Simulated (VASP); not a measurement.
Wanted: the native input for a VASP 6.6.1 run.

| Quantity | Value |
| --- | --- |
| Task | single point |
| Functional | PBE |
| Dispersion | D3(BJ) |
| Potentials or basis | VASP PAW PBE potentials, release 64 (Si, O) |
| Cutoff | 520 eV |
| k mesh | 6 × 6 × 6 |
| Occupations | fermi-dirac, width 0.05 eV |
| Spin | no spin polarisation |
| Dipole correction | no |
| Further INCAR settings | ALGO = Normal; EDIFF = 1e-07; NBANDS = 44 |

The structure of SiO2 lies in POSCAR:

```
SiO2
1.0
   -4.4934235879      4.4934235879      2.6324553304
    4.4934235879     -4.4934235879      2.6324553304
    4.4934235879      4.4934235879     -2.6324553304
Si O
4 8
Direct
    0.8230217291      0.8230217291      0.6460434582
    0.1769782709      0.8230217291      0.0000000000
    0.8230217291      0.1769782709      0.0000000000
    0.1769782709      0.1769782709      0.3539565418
    0.0000000000      0.7901152131      0.7901152131
    0.2098847869      0.0000000000      0.2098847869
    0.7901152131      0.0000000000      0.7901152131
    0.0000000000      0.2098847869      0.2098847869
    0.0000000000      0.0000000000      0.5000000000
    0.5000000000      0.0000000000      0.0000000000
    0.0000000000      0.5000000000      0.0000000000
    0.5000000000      0.5000000000      0.5000000000
```

The input as run:

INCAR

```
ALGO = Normal
EDIFF = 1E-7
ENCUT = 520
GGA = PE
ISIF = 2
ISMEAR = -1
IVDW = 12
LASPH = True
LCHARG = False
LREAL = False
LWAVE = False
NBANDS = 44
NELM = 60
PREC = Accurate
SIGMA = 0.05
```

KPOINTS

```
k-points
0
Gamma
  6 6 6
```

Potentials or basis: VASP PAW PBE potentials, release 64 (Si, O).

Run with:

```bash
$ cat potpaw_PBE.64/Si/POTCAR potpaw_PBE.64/O/POTCAR > POTCAR
$ mpirun -np 1 vasp_std > vasp.out
```

Results of the run:

The pressure is 0.0 GPa, the largest force is 0.028 eV/Å and the band gap on the k mesh is 5.38 eV. The dispersion energy per atom is -0.096 eV.

Caveat: three body term missing.

Wall time 14 min on 1 thread of Oxide Virtual Turin-like Processor (shared host), peak memory 0.46 GiB.
